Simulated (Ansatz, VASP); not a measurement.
**Mo2Ru3 in VASP and in Ansatz**

```xyz
10
Lattice="2.7601 0.0000 0.0000 -1.3800 2.3903 0.0000 0.0000 0.0000 22.1106" Properties=species:S:1:pos:R:3 pbc="T T T"
Mo    0.0000    1.5935   14.3304
Mo    0.0000    1.5935   18.8354
Mo    1.3800    0.7968    3.2751
Mo    1.3800    0.7968    7.7802
Ru    0.0000    1.5935    1.1202
Ru    0.0000    1.5935    5.5276
Ru    0.0000    1.5935    9.9351
Ru    1.3800    0.7968   16.5829
Ru    1.3800    0.7968   20.9904
Ru    1.3800    0.7968   12.1755
```

Alike in both runs: task single point; functional PBE; k mesh 6 × 6 × 1; occupations gaussian, width 0.1 eV; collinear spin.

```csv
,VASP,Ansatz
version,VASP 6.6.1,Ansatz 0.2.0
potentials or method,"VASP PAW PBE potentials, release 64 (Mo_sv, Ru_pv), cutoff 520 eV","scalar-relativistic, plane waves, PAW"
valence electrons in the cell,140,152
```

Ansatz gave:

| Quantity | Value |
| --- | --- |
| gap on the k mesh at the Fermi level (eV) | none |
| pressure (GPa) | 0.1 |
| rms of the force components (eV/Å) | 0.004 |
| net moment per atom (μB) | 0.00 |

**Question.** What did VASP give for the same quantities?

**Answer.** gap on the k mesh at the Fermi level (eV): none; pressure (GPa): 0.3; rms of the force components (eV/Å): 0.011; net moment per atom (μB): 0.00.

Atom by atom the forces differ by 0.008 eV/Å (rms over components). A gap of «none» marks a metal or a gap that the smearing closes. VASP's potentials hold 140 valence electrons a cell and Ansatz's 152, so a difference there can come from the potentials and not from the codes. Ansatz's warnings: seeded moment not kept.

The k mesh is coarse, so the values compare programs but aren't converged.
